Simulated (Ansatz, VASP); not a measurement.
# Cr in VASP and in Ansatz

```
CELL_PARAMETERS angstrom
-1.42432 1.42432 1.42432
1.42432 -1.42432 1.42432
1.42432 1.42432 -1.42432
ATOMIC_POSITIONS crystal
Cr 0.00000 0.00000 0.00000
```

Alike in both runs: task single point; functional PBE; k mesh 15 × 15 × 15; occupations gaussian, width 0.1 eV; no spin polarisation.

|  | VASP | Ansatz |
| --- | --- | --- |
| version | VASP 6.6.1 | Ansatz 0.2.0 |
| potentials or method | VASP PAW PBE potentials, release 64 (Cr_pv), cutoff 500 eV | plane waves (420 eV) with PAW, scalar-relativistic |
| valence electrons in the cell | 12 | 14 |

|  | VASP | Ansatz | Ansatz less VASP |
| --- | --- | --- | --- |
| pressure (GPa) | -0.9 | -0.2 | +0.69 |

With one functional, cell and mesh, what is left measures potentials, basis and numerics. VASP's potentials hold 12 valence electrons a cell and Ansatz's 14, so a difference there can come from the potentials and not from the codes.
